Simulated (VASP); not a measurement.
# Ba (Pm-3m) in VASP: single point with PBEsol

Aim: the single point of Ba with PBEsol.

Everything below comes from runs of VASP 6.6.1. Logs are shortened: lines on timing, memory, paths and dates and some standing lists are left out, and cuts for length are marked.

### Step 1. The cell of the first run

The structure is cubic, space group Pm-3m (No. 221). Conventional cell: a = 4.065 Å, b = 4.065 Å, c = 4.065 Å, α = 90.00°, β = 90.00°, γ = 90.00°. Ba (site symmetry m-3m) has 6 Ba at 4.06 Å within 5.3 Å.

### Step 2. Single point, PBEsol

The input, INCAR:

```
  PREC = Accurate
  ENCUT = 520
  EDIFF = 1E-6
  ISMEAR = -1
  SIGMA = 0.05
  LREAL = False
  LASPH = True
  NELM = 80
  ALGO = Normal
  ISIF = 2
  LWAVE = False
  LCHARG = True
  GGA = PS
  LELF = True
  LVHAR = True
  NBANDS = 11
```

The input, KPOINTS:

```
Automatic mesh
0
Gamma
  6 6 6
```

The input, POSCAR:

```
Ba
1.0
    4.0647320000      0.0000000000      0.0000000000
    0.0000000000      4.0647320000      0.0000000000
    0.0000000000      0.0000000000      4.0647320000
Ba
1
Direct
    0.0000000000      0.0000000000      0.0000000000
```

Potentials or basis: VASP PAW PBE potentials, release 64 (Ba_sv).

On the command line:

```bash
cat potpaw_PBE.64/Ba_sv/POTCAR > POTCAR
mpirun -np 1 vasp_std > vasp.out
```

OUTCAR:

```text
PREC = Accurate
   ENCUT = 520
   EDIFF = 1E-6
   ISMEAR = -1
   LREAL = False
   LASPH = True
   NELM = 80
   ISIF = 2
   GGA = PS

 ion  position               nearest neighbor table
   1  0.000  0.000  0.000-

  LATTYP: Found a simple cubic cell.
 ALAT       =     4.0647320000

  Lattice vectors:

 A1 = (   4.0647320000,   0.0000000000,   0.0000000000)
 A2 = (   0.0000000000,   4.0647320000,   0.0000000000)
 A3 = (   0.0000000000,   0.0000000000,   4.0647320000)

Analysis of symmetry for initial positions (statically):
=====================================================================
 Subroutine PRICEL returns:
 Original cell was already a primitive cell.

 Routine SETGRP: Setting up the symmetry group for a
 simple cubic supercell.

 Subroutine GETGRP returns: Found 48 space group operations
[... 9 lines left out ...]

 Routine SETGRP: Setting up the symmetry group for a
 simple cubic supercell.

 Subroutine GETGRP returns: Found 48 space group operations
[... 11 lines left out ...]
                                     Primitive cell

  volume of cell :      67.1577

  direct lattice vectors                    reciprocal lattice vectors
     4.064732000  0.000000000  0.000000000     0.246018680  0.000000000  0.000000000
     0.000000000  4.064732000  0.000000000     0.000000000  0.246018680  0.000000000
     0.000000000  0.000000000  4.064732000     0.000000000  0.000000000  0.246018680

  length of vectors
     4.064732000  4.064732000  4.064732000     0.246018680  0.246018680  0.246018680

  position of ions in fractional coordinates (direct lattice)
     0.000000000  0.000000000  0.000000000

  ion indices of the primitive-cell ions
   primitive index   ion index
                 1           1

----------------------------------------------------------------------------------------

 KPOINTS: Automatic mesh

Automatic generation of k-mesh.
 Grid dimensions read from file:
 generate k-points for:    6    6    6

 Generating k-lattice:

  Cartesian coordinates                     Fractional coordinates (reciprocal lattice)
     0.041003113  0.000000000  0.000000000     0.166666667  0.000000000  0.000000000
     0.000000000  0.041003113  0.000000000     0.000000000  0.166666667  0.000000000
     0.000000000  0.000000000  0.041003113     0.000000000  0.000000000  0.166666667

  Length of vectors
     0.041003113  0.041003113  0.041003113

  Shift w.r.t. Gamma in fractional coordinates (k-lattice)
     0.000000000  0.000000000  0.000000000

 Subroutine IBZKPT returns following result:
 ===========================================

 Found     20 irreducible k-points:

 Following reciprocal coordinates:
            Coordinates               Weight
  0.000000  0.000000  0.000000      1.000000
  0.166667  0.000000  0.000000      6.000000
  0.333333  0.000000  0.000000      6.000000
  0.500000  0.000000  0.000000      3.000000
  0.166667  0.166667  0.000000     12.000000
  0.333333  0.166667  0.000000     24.000000
[... 12 lines left out ...]
  0.500000  0.500000  0.333333      6.000000
  0.500000  0.500000  0.500000      1.000000
   k-points           NKPTS =     20   k-points in BZ     NKDIM =     20   number of bands    NBANDS=     11
   number of dos      NEDOS =    301   number of ions     NIONS =      1
   total plane-waves  NPLWV =  27000
   dimension x,y,z NGX =    30 NGY =   30 NGZ =   30
   dimension x,y,z NGXF=    60 NGYF=   60 NGZF=   60
   ions per type =               1
   NGX,Y,Z   is equivalent  to a cutoff of  12.27, 12.27, 12.27 a.u.
   NGXF,Y,Z  is equivalent  to a cutoff of  24.54, 24.54, 24.54 a.u.
 SYSTEM =  unknown system
   PREC   = accura    normal or accurate (medium, high low for compatibility)
   ISTART =      0    job   : 0-new  1-cont  2-samecut
   ICHARG =      2    charge: 1-file 2-atom 10-const
   ISPIN  =      1    spin polarized calculation?
   LNONCOLLINEAR =      F non collinear calculations
   LSORBIT =      F    spin-orbit coupling
   LASPH  =      T    aspherical Exc in radial PAW
   ENCUT  =  520.0 eV  38.22 Ry    6.18 a.u.   7.56  7.56  7.56*2*pi/ulx,y,z
   NELM   =     80;   NELMIN=  2; NELMDL= -5     # of ELM steps
   EDIFF  = 0.1E-05   stopping-criterion for ELM
   LREAL  =      F    real-space projection
   EDIFFG = 0.1E-04   stopping-criterion for IOM
   NSW    =      0    number of steps for IOM
   IBRION =     -1    ionic relax: 0-MD 1-quasi-New 2-CG
   NFREE  =      0    steps in history (QN), initial steepest desc. (CG)
   ISIF   =      2    stress and relaxation
   ISYM   =      2    0-nonsym 1-usesym 2-fastsym
   POTIM  = 0.5000    time-step for ionic-motion
   TEBEG  =    0.0;   TEEND  =   0.0 temperature during run
   PSTRESS=    0.0 pullay stress
   NELECT =      10.0000    total number of electrons
   NUPDOWN=      -1.0000    fix difference up-down
   EMIN   =  10.00;   EMAX   =-10.00  energy-range for DOS
   EFERMI =   0.00;   METHOD = LEGACY
   ISMEAR =    -1;   SIGMA  =   0.05  broadening in eV -4-tet -1-fermi 0-gaus
   EFERMI_NEDOS =   21; number of points for ismear=-14 and -15
   IALGO  =     38    algorithm
   IMIX   =      4    mixing-type and parameters
     AMIX     =   0.40;   BMIX     =  1.00
     AMIX_MAG =   1.60;   BMIX_MAG =  1.00
  volume/ion in A,a.u.               =      67.16       453.20
  Fermi-wavevector in a.u.,A,eV,Ry     =   0.867713  1.639740 10.244185  0.752926
  Thomas-Fermi vector in A             =   1.986287
   LORBIT       =      0    0 simple, 1 ext, 2 COOP (PROOUT), +10 PAW based schemes
   GGA     = PS    functional components
   LHFCALC =     F    Hartree Fock is set to
   AEXX    =    0.0000 exact exchange contribution
   IVDW    =     0    specifies the selected vdW correction
   LEPSILON=     F    determine dielectric tensor
   LRPA    =     F    only Hartree local field effects (RPA)
 non-spin polarized calculation
  energy-cutoff  :      520.00
  volume of cell :       67.16
 maximum number of plane-waves:      1856
   NGX = 15   NGY = 15   NGZ = 15

 number of electron      10.0000000 magnetization

 number of electron       9.9999999 magnetization

 Free energy of the ion-electron system (eV)
  ---------------------------------------------------
  ext. energy  EPLUGINS =         0.00000000
  ---------------------------------------------------
  free energy    TOTEN  =        -1.80236701 eV

  energy without entropy =       -1.78957742  energy(sigma->0) =       -1.79597222

 E-fermi :   1.3186     XC(G=0):  -7.2825

 val. band max:        1.2984888764   @ k =   0.5000   0.5000   0.5000
 cond. band min:       1.3286180796   @ k =   0.0000   0.0000   0.0000
 fundamental gap:      0.0301292032
 Fermi energy:         1.3186025706

 k-point     1 :       0.0000    0.0000    0.0000
  band No.  band energies     occupation
      1     -27.9475      2.00000
      2     -12.8304      2.00000
      3     -12.8304      2.00000
      4     -12.8304      2.00000
      5      -1.3114      2.00000
      6       1.3286      0.90018
      7       1.3286      0.90018
      8       5.7691      0.00000
      9       5.7691      0.00000
     10       5.7691      0.00000
     11       8.3719      0.00000

 k-point     2 :       0.1667    0.0000    0.0000
  band No.  band energies     occupation
      1     -27.9369      2.00000
      2     -12.9796      2.00000
      3     -12.8176      2.00000
      4     -12.8176      2.00000
      5      -0.9506      2.00000
      6       1.4427      0.15417
      7       1.6711      0.00173
      8       5.0155      0.00000
      9       5.0155      0.00000
     10       5.8240      0.00000
     11       7.1630      0.00000

 k-point     3 :       0.3333    0.0000    0.0000
  band No.  band energies     occupation
      1     -27.9157      2.00000
      2     -13.2601      2.00000
      3     -12.7919      2.00000
      4     -12.7919      2.00000
      5      -0.1350      2.00000
      6       1.7001      0.00097
      7       2.1196      0.00000
      8       4.0920      0.00000
      9       4.0920      0.00000
     10       5.9391      0.00000
     11       6.5434      0.00000

 k-point     4 :       0.5000    0.0000    0.0000
  band No.  band energies     occupation
      1     -27.9050      2.00000
      2     -13.3925      2.00000
      3     -12.7789      2.00000
      4     -12.7789      2.00000
      5       0.4597      2.00000
      6       1.8479      0.00005
      7       1.9033      0.00002
      8       3.7444      0.00000
      9       3.7444      0.00000
     10       5.9995      0.00000
     11       7.4608      0.00000

 k-point     5 :       0.1667    0.1667    0.0000
  band No.  band energies     occupation
      1     -27.9264      2.00000
      2     -12.9717      2.00000
      3     -12.9580      2.00000
      4     -12.8050      2.00000
      5      -0.5958      2.00000
      6       1.6526      0.00251
      7       1.9248      0.00001
      8       4.1798      0.00000
      9       4.9557      0.00000
     10       5.2683      0.00000
     11       7.9222      0.00000
[... 155 lines left out ...]
 k-point    17 :       0.3333    0.3333    0.3333
  band No.  band energies     occupation
      1     -27.8540      2.00000
      2     -13.1653      2.00000
      3     -13.1489      2.00000
      4     -13.1489      2.00000
      5       1.0927      1.97840
      6       2.0426      0.00000
      7       2.0426      0.00000
      8       4.3867      0.00000
      9       4.3867      0.00000
     10       4.4995      0.00000
     11       7.1456      0.00000

 k-point    18 :       0.5000    0.3333    0.3333
  band No.  band energies     occupation
      1     -27.8437      2.00000
      2     -13.2785      2.00000
      3     -13.1422      2.00000
      4     -13.1318      2.00000
      5       1.1130      1.96777
      6       1.7113      0.00078
      7       1.9511      0.00001
      8       4.4442      0.00000
      9       4.5735      0.00000
     10       6.4657      0.00000
     11       6.6110      0.00000

 k-point    19 :       0.5000    0.5000    0.3333
  band No.  band energies     occupation
      1     -27.8335      2.00000
      2     -13.2598      2.00000
      3     -13.2598      2.00000
      4     -13.1201      2.00000
      5       1.0182      1.99509
      6       1.6707      0.00175
      7       1.6707      0.00175
      8       4.5774      0.00000
      9       5.8868      0.00000
     10       6.8487      0.00000
     11       6.8487      0.00000

 k-point    20 :       0.5000    0.5000    0.5000
  band No.  band energies     occupation
      1     -27.8233      2.00000
      2     -13.2416      2.00000
      3     -13.2416      2.00000
      4     -13.2416      2.00000
      5       1.2985      1.19847
      6       1.2985      1.19847
      7       1.2985      1.19847
      8       5.1545      0.00000
      9       7.2310      0.00000
     10       7.2310      0.00000
     11       7.2310      0.00000

------------------------ aborting loop because EDIFF is reached ----------------------------------------

  FORCE on cell =-STRESS in cart. coord.  units (eV):
  Direction    XX          YY          ZZ          XY          YZ          ZX
  --------------------------------------------------------------------------------------
  -------------------------------------------------------------------------------------
  Total       -0.4463254     -0.4463254     -0.4463254     -0.0000000      0.0000000     -0.0000000
  in kB      -10.6479600    -10.6479600    -10.6479600     -0.0000000      0.0000000     -0.0000000
  external PRESSURE =     -10.6479600 kB  Pullay stress =       0.0000000 kB

 VOLUME and BASIS-vectors are now :
 -----------------------------------------------------------------------------
  energy-cutoff  :      520.00
  volume of cell :       67.16
      direct lattice vectors                 reciprocal lattice vectors
     4.064732000  0.000000000  0.000000000     0.246018680  0.000000000  0.000000000
     0.000000000  4.064732000  0.000000000     0.000000000  0.246018680  0.000000000
     0.000000000  0.000000000  4.064732000     0.000000000  0.000000000  0.246018680

 POSITION                                       TOTAL-FORCE (eV/Angst)
 -----------------------------------------------------------------------------------
      0.00000      0.00000      0.00000         0.000000      0.000000      0.000000
 -----------------------------------------------------------------------------------
    total drift:                                0.000000      0.000000     -0.000000

  FREE ENERGIE OF THE ION-ELECTRON SYSTEM (eV)
  ---------------------------------------------------
  free  energy   TOTEN  =        -1.8023670063 eV

  energy  without entropy=       -1.7895774239  energy(sigma->0) =       -1.79597222
```

Run time: 12 s. Hardware: 1 thread of Intel Xeon Platinum 8488C (Sapphire Rapids), shared host; peak memory 0.17 GiB.

What came out:

```
Free energy            : -1.8024 eV
Pressure               : -1.1 GPa
Band gap on the k mesh : zero (band 5 reaches 1.34 eV, above the bottom of band 6 at 1.30 eV)
```

Levels at points of the mesh, in eV from the Fermi level:
```tsv
k point	band 2	band 3	band 4	band 5	band 6	band 7	band 8	band 9
(0.00, 0.00, 0.00)	-14.15	-14.15	-14.15	-2.63	0.01	0.01	4.45	4.45
(0.50, 0.00, 0.00)	-14.71	-14.10	-14.10	-0.86	0.53	0.58	2.43	2.43
(0.50, 0.50, 0.00)	-14.63	-14.63	-14.05	-0.89	0.50	2.87	2.87	2.94
(0.50, 0.50, 0.50)	-14.56	-14.56	-14.56	-0.02	-0.02	-0.02	3.84	5.91
```

Caveat: the PAW data sets were made with another functional, which shifts forces and pressure a little; spin-orbit coupling is left out, which moves the levels of the heavy elements.
